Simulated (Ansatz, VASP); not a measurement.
# C in VASP and in Ansatz

```
C
1.0
     0.00000    1.73881    1.73881
     1.78340   -0.04458    1.78340
     1.78340    1.78340   -0.04458
C
2
Direct
  0.50000 0.50000 0.50000
  0.75000 0.75000 0.75000
```

Change from the starting cell: strain -0.0500 x Voigt [0, 0, 0, 1, 0, 0], atoms carried along.

Alike in both runs: task single point; functional r2SCAN; k mesh 12 × 12 × 12; occupations gaussian, width 0.05 eV; no spin polarisation.

|  | VASP | Ansatz |
| --- | --- | --- |
| version | VASP 6.6.1 | Ansatz 0.2.0 |
| potentials or method | VASP PAW PBE potentials, release 64 (C), cutoff 520 eV | scalar-relativistic, plane waves, PAW |
| valence electrons in the cell | 8 | 8 |

```csv
,VASP,Ansatz,Ansatz less VASP
gap on the k mesh at the Fermi level (eV),4.00,4.02,+0.022
least direct gap on the mesh (eV),5.05,5.10,+0.041
pressure (GPa),0.0,-1.1,-1.11
"traceless stress, the component that is largest in VASP (GPa)",29.30,29.10,-0.200
rms of the force components (eV/Å),0.067,0.056,-0.0108
```

VASP's potentials were made for PBE, not for r2SCAN. Atom by atom the forces differ by 0.011 eV/Å (rms over components).
